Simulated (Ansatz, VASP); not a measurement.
## One calculation of WS2, two programs

Contents of POSCAR:

```
WS2
1.0
    3.1810953814      0.0000000000      0.0000000000
   -1.5905476907      2.7686839592      0.0000000000
    0.0000000000      0.0000000000     16.9507399585
W S
1 2
Direct
    0.3333333333      0.6666666667      0.0000000000
    0.6666666667      0.3333333333      0.9080224901
    0.6666666667      0.3333333333      0.0919775099
```

File INCAR.step1:

```
PREC = Accurate ; ENCUT = 520
ISMEAR = 0 ; SIGMA = 0.05
LREAL = F ; LASPH = T
NELM = 100 ; NBANDS = 20
GGA = PE ; ALGO = Normal
EDIFF = 1E-4 ; LWAVE = T
LCHARG = F
```

INCAR.step2

```
PREC = Accurate ; ENCUT = 520
EDIFF = 1E-7 ; ISMEAR = 0
SIGMA = 0.05 ; LREAL = F
LASPH = T ; NELM = 100
ALGO = Normal ; ISIF = 2
LWAVE = F ; LCHARG = F
METAGGA = R2SCAN ; LMIXTAU = T
NBANDS = 20 ; ISTART = 1
```

File KPOINTS:

```
regular mesh
0
Gamma
  12 12 2
```

Input for Ansatz:

```yaml
crystal:
  lattice:
    - [3.1810953814, 0.0, 0.0]
    - [-1.5905476907, 2.7686839592, 0.0]
    - [0.0, 0.0, 16.9507399585]
  atoms:
    - { symbol: W, position: [0.3333333333, 0.6666666667, 0.0] }
    - { symbol: S, position: [0.6666666667, 0.3333333333, 0.9080224901] }
    - { symbol: S, position: [0.6666666667, 0.3333333333, 0.0919775099] }
basis:
  ecutwfc: 500
kpoints:
  mp_grid: { grid: [12, 12, 2] }
hamiltonian:
  xc: r2scan
scf:
  occupations: { method: gaussian, width: 0.05 }
output:
  forces: true
  stress: true
  eigenvalues: true
```

Change from the starting cell: strain +0.0050 x Voigt [0, 1, 0, 0, 0, 0], atoms carried along.

Alike in both runs: task single point; functional r2SCAN; k mesh 12 × 12 × 2; occupations gaussian, width 0.05 eV; no spin polarisation.

```csv
,VASP,Ansatz
version,VASP 6.6.1,Ansatz 0.2.0
potentials or method,"VASP PAW PBE potentials, release 64 (W_sv, S), cutoff 520 eV","scalar-relativistic, plane waves, PAW"
valence electrons in the cell,26,26
```

```csv
,VASP,Ansatz,Ansatz less VASP
gap on the k mesh at the Fermi level (eV),1.86,1.85,-0.015
least direct gap on the mesh (eV),1.90,1.90,-0.004
rms of the force components (eV/Å),0.020,0.029,+0.0082
```

VASP's potentials were made for PBE, not for r2SCAN. Atom by atom the forces differ by 0.010 eV/Å (rms over components).

Spin-orbit coupling is off throughout.
